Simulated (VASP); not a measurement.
Input of a VASP 6.6.1 run:

Contents of POSCAR:

```
Mo
1.0
   -1.5942980787      1.5942980787      1.5942980787
    1.5942980787     -1.5942980787      1.5942980787
    1.5942980787      1.5942980787     -1.5942980787
Mo
1
Direct
    0.0000000000      0.0000000000      0.0000000000
```

The input INCAR.step1:

```
  PREC = Accurate
  ENCUT = 520
  EDIFF = 1E-5
  ISMEAR = -1
  SIGMA = 0.05
  LREAL = False
  LASPH = True
  NELM = 80
  ALGO = Normal
  ISIF = 2
  LWAVE = True
  LCHARG = False
  GGA = PE
  NBANDS = 13
```

INCAR.step2

```
  PREC = Accurate
  ENCUT = 520
  EDIFF = 1E-6
  ISMEAR = -1
  SIGMA = 0.05
  LREAL = False
  LASPH = True
  NELM = 80
  ALGO = Normal
  ISIF = 2
  LWAVE = False
  LCHARG = False
  GGA = PE
  LHFCALC = True
  HFSCREEN = 0.2079
  PRECFOCK = Normal
  ISTART = 1
  NBANDS = 13
```

The input KPOINTS:

```
regular mesh
0
Gamma
  8 8 8
```

Potentials or basis: VASP PAW PBE potentials, release 64 (Mo_sv).

Launch:

```bash
$ cat potpaw_PBE.64/Mo_sv/POTCAR > POTCAR
$ cp INCAR.step1 INCAR
$ mpirun -np 1 vasp_std > vasp.out
$ cp INCAR.step2 INCAR
$ mpirun -np 1 vasp_std > vasp.out
```

Q: Predict the band gap on the k mesh.

A: Zero (band 7 reaches 16.20 eV, above the bottom of band 8 at 10.29 eV).

Q: Estimate the pressure.

A: -11.3 GPa.

Caveat: the PAW data sets were made with another functional, which shifts forces and pressure a little.
